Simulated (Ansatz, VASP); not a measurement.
**One calculation of Pb2O, two programs**

```
Pb O
1.0
     5.38000    0.00000    0.00000
     0.00000    5.38000    0.00000
     0.00000    0.00000    5.38000
Pb O
4 2
Direct
  0.25000 0.25000 0.25000
  0.75000 0.75000 0.25000
  0.25000 0.75000 0.75000
  0.75000 0.25000 0.75000
  0.00000 0.00000 0.00000
  0.50000 0.50000 0.50000
```

Alike in both runs: task single point; functional PBE; k mesh 4 × 4 × 4; occupations gaussian, width 0.05 eV; no spin polarisation.

```csv
,VASP,Ansatz
version,VASP 6.6.1,Ansatz 0.2.0
potentials or method,"VASP PAW PBE potentials, release 64 (Pb_d, O), cutoff 520 eV","scalar-relativistic, plane waves, PAW"
valence electrons in the cell,68,68
```

|  | VASP | Ansatz | Ansatz less VASP |
| --- | --- | --- | --- |
| gap on the k mesh at the Fermi level (eV) | none | none | - |
| pressure (GPa) | 2.7 | 2.7 | -0.01 |

A gap of «none» marks a metal or a gap that the smearing closes. With one functional, cell and mesh, what is left measures potentials, basis and numerics.

Neither program's run includes spin-orbit coupling.
